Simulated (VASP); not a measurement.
# BAs (I-4m2) in VASP: further runs, part 2 of 2

VASP 6.6.1.

## (4) Single point, HSE06 (epitaxial xy strain -2.0%)

Contents of POSCAR:

```
BAs
1.0
    0.0000000000      2.3440302520      2.4139767673
    2.3440302520      0.0000000000      2.4139767673
    2.3440302520      2.3440302520      0.0000000000
B As
1 1
Direct
    0.0000000000      0.0000000000      0.0000000000
    0.2500000000      0.2500000000      0.2500000000
```

Contents of INCAR.step1:

```
SYSTEM = BAs
ALGO = Normal
EDIFF = 1E-5
ENCUT = 520
GGA = PE
ISIF = 2
ISMEAR = 0
LASPH = .TRUE.
LREAL = .FALSE.
LWAVE = .TRUE.
NBANDS = 11
NELM = 60
PREC = Accurate
SIGMA = 0.01
```

Contents of INCAR.step2:

```
SYSTEM = BAs
ALGO = Normal
EDIFF = 1E-6
ENCUT = 520
GGA = PE
HFSCREEN = 0.2079
ISIF = 2
ISMEAR = 0
ISTART = 1
LASPH = .TRUE.
LCHARG = .TRUE.
LELF = .TRUE.
LHFCALC = .TRUE.
LREAL = .FALSE.
LVHAR = .TRUE.
LWAVE = .FALSE.
NBANDS = 11
NELM = 60
PREC = Accurate
PRECFOCK = Normal
SIGMA = 0.01
```

Contents of KPOINTS:

```
k-points
0
G
  6 6 6
  0 0 0
```

Potentials or basis: VASP PAW PBE potentials, release 64 (B, As).

Launch:

```console
cat potpaw_PBE.64/B/POTCAR potpaw_PBE.64/As/POTCAR > POTCAR
cp INCAR.step1 INCAR
mpirun -np 1 vasp_std > vasp.out
cp INCAR.step2 INCAR
mpirun -np 1 vasp_std > vasp.out
```

OUTCAR:

```text
SYSTEM = BAs
   EDIFF = 1E-6
   ENCUT = 520
   GGA = PE
   HFSCREEN = 0.2079
   ISIF = 2
   ISMEAR = 0
   ISTART = 1
   LASPH = .TRUE.
   LHFCALC = .TRUE.
   LREAL = .FALSE.
   NELM = 60
   PREC = Accurate
   PRECFOCK = Normal

 ion  position               nearest neighbor table
   1  0.000  0.000  0.000-   2 2.05   2 2.05   2 2.05   2 2.05
   2  0.250  0.250  0.250-   1 2.05   1 2.05   1 2.05   1 2.05

  LATTYP: Found a body centered tetragonal cell.
 ALAT       =     3.3149593730
 C/A-ratio  =     1.4564140888

  Lattice vectors:

 A1 = (  -2.3440302520,   0.0000000000,   2.4139767673)
 A2 = (   2.3440302520,   0.0000000000,   2.4139767673)
 A3 = (   0.0000000000,   2.3440302520,  -2.4139767673)

Analysis of symmetry for initial positions (statically):
=====================================================================
 Subroutine PRICEL returns:
 Original cell was already a primitive cell.

 Routine SETGRP: Setting up the symmetry group for a
 body centered tetragonal supercell.

 Subroutine GETGRP returns: Found  8 space group operations
 (whereof  8 operations were pure point group operations)
 out of a pool of 16 trial point group operations.

[... 183 lines left out ...]
      4       6.1211      2.00000
      5      10.1068      0.00000
      6      10.1068      0.00000
      7      10.2992      0.00000
      8      12.2538      0.00000
      9      16.7903      0.00000
     10      19.7094      0.00000
     11      20.6141      0.00000
[... 309 lines left out ...]
 k-point    24 :       0.5000    0.0000    0.3333
  band No.  band energies     occupation
      1      -6.9860      2.00000
      2      -2.5744      2.00000
      3       0.3929      2.00000
      4       1.8091      2.00000
      5       8.4175      0.00000
      6      10.6293      0.00000
      7      16.6263      0.00000
      8      17.3855      0.00000
      9      20.0766      0.00000
     10      23.0706      0.00000
     11      24.2647      0.00000

 [... further k-points ...]

------------------------ aborting loop because EDIFF is reached ----------------------------------------

  FORCE on cell =-STRESS in cart. coord.  units (eV):
  Direction    XX          YY          ZZ          XY          YZ          ZX
  --------------------------------------------------------------------------------------
  -------------------------------------------------------------------------------------
  Total        0.9761686      0.9761686     -0.1844970      0.0000000      0.0000000     -0.0000000
  in kB       58.9584307     58.9584307    -11.1432126      0.0000000      0.0000000     -0.0000000
  external PRESSURE =      35.5912163 kB  Pullay stress =       0.0000000 kB

 VOLUME and BASIS-vectors are now :
 -----------------------------------------------------------------------------
  energy-cutoff  :      520.00
  volume of cell :       26.53
      direct lattice vectors                 reciprocal lattice vectors
     0.000000000  2.344030252  2.413976767    -0.213307827  0.213307827  0.207127097
     2.344030252  0.000000000  2.413976767     0.213307827 -0.213307827  0.207127097
     2.344030252  2.344030252  0.000000000     0.213307827  0.213307827 -0.207127097

 POSITION                                       TOTAL-FORCE (eV/Angst)
 -----------------------------------------------------------------------------------
      0.00000      0.00000      0.00000         0.000000      0.000000      0.000000
      1.17202      1.17202      1.20699        -0.000000     -0.000000     -0.000000
 -----------------------------------------------------------------------------------
    total drift:                                0.000000      0.000000      0.000000

  FREE ENERGIE OF THE ION-ELECTRON SYSTEM (eV)
  ---------------------------------------------------
  free  energy   TOTEN  =       -13.2245352918 eV

  energy  without entropy=      -13.2245352918  energy(sigma->0) =      -13.22453529
```

OSZICAR.step1:

```text
N       E                     dE             d eps       ncg     rms          rms(c)
DAV:   1     0.111685767922E+02    0.11169E+02   -0.37231E+03   660   0.645E+02
DAV:   2    -0.113488859042E+02   -0.22517E+02   -0.21011E+02   879   0.101E+02
DAV:   3    -0.120480256175E+02   -0.69914E+00   -0.69756E+00   829   0.164E+01
DAV:   4    -0.120497711160E+02   -0.17455E-02   -0.17454E-02   742   0.908E-01
DAV:   5    -0.120497737431E+02   -0.26270E-05   -0.26270E-05   812   0.380E-02    0.513E+00
DAV:   6    -0.114259157812E+02    0.62386E+00   -0.16719E+00   708   0.535E+00    0.249E+00
DAV:   7    -0.113590602099E+02    0.66856E-01   -0.21415E-01   779   0.227E+00    0.101E+00
DAV:   8    -0.113517950347E+02    0.72652E-02   -0.21291E-02   738   0.836E-01    0.102E-01
DAV:   9    -0.113521072676E+02   -0.31223E-03   -0.76981E-04   780   0.163E-01    0.620E-02
DAV:  10    -0.113522646398E+02   -0.15737E-03   -0.19402E-04   716   0.855E-02    0.124E-02
DAV:  11    -0.113522701478E+02   -0.55079E-05   -0.50462E-06   762   0.152E-02
   1 F= -.11352270E+02 E0= -.11352270E+02  d E =-.292643E-12
```

Run time: 8.4 min. Hardware: 1 thread of AMD EPYC 9R45 (Zen 5), shared host; peak memory 0.24 GiB.

What came out:

| Property | Result |
| --- | --- |
| Free energy | -13.2245 eV |
| Pressure | 3.6 GPa |
| Band gap on the k mesh | 1.69 eV (least direct gap 3.99 eV) |

Levels at points of the mesh, in eV from the valence-band top:
| k point | band 1 | band 2 | band 3 | band 4 | band 5 | band 6 | band 7 | band 8 |
| --- | --- | --- | --- | --- | --- | --- | --- | --- |
| (0.00, 0.00, 0.00) | -17.32 | -0.32 | 0.00 | 0.00 | 3.99 | 3.99 | 4.18 | 6.13 |
| (0.50, 0.00, 0.00) | -14.03 | -10.01 | -2.34 | -1.95 | 3.56 | 5.55 | 5.77 | 9.98 |
| (0.50, 0.50, 0.00) | -12.66 | -9.92 | -4.48 | -4.48 | 2.17 | 2.29 | 13.09 | 13.09 |
| (0.50, 0.00, 0.50) | -12.38 | -9.66 | -4.82 | -4.76 | 1.82 | 1.89 | 12.82 | 13.32 |

Caveat: the cell differs from its parent crystal (epitaxial xy strain -2.0%); the stress differs along the axes, from -1 to 6 GPa; the PAW data sets were made with another functional, which shifts forces and pressure a little.

## (5) The runs side by side

```csv
level,spin,cell,k mesh,smearing,grid for exact exchange (PRECFOCK),share of exact exchange,screening parameter,gap on the mesh (eV),pressure (GPa)
r2SCAN,"non-collinear, zero start, SOC","a = 3.374, b = 3.374, c = 3.349 Å, angles 60.2, 60.2, 59.5°, 2 atoms",10 × 10 × 10,fermi-dirac 0.02 eV,-,-,-,-,2.5
HSE06,off,"a = 3.356, b = 3.356, c = 3.281 Å, angles 60.7, 60.7, 58.5°, 2 atoms",6 × 6 × 6,gaussian 0.01 eV,Normal,0.25,0.2079 1/Å,1.56,6.2
HSE06,off,"a = 3.365, b = 3.365, c = 3.315 Å, angles 60.5, 60.5, 59.0°, 2 atoms",6 × 6 × 6,gaussian 0.01 eV,Normal,0.25,0.2079 1/Å,1.69,3.6
```

Alike in all rows: task single point; potentials or basis VASP PAW PBE potentials, release 64 (B, As); cutoff (eV) 520.

Caveats: the PAW data sets were made with another functional, which shifts forces and pressure a little; the stress differs along the axes, from -1 to 10 GPa (at least some runs); the stress differs along the axes, from -1 to 6 GPa (at least some runs).

Absolute energies hang on the potentials; compare differences alone.
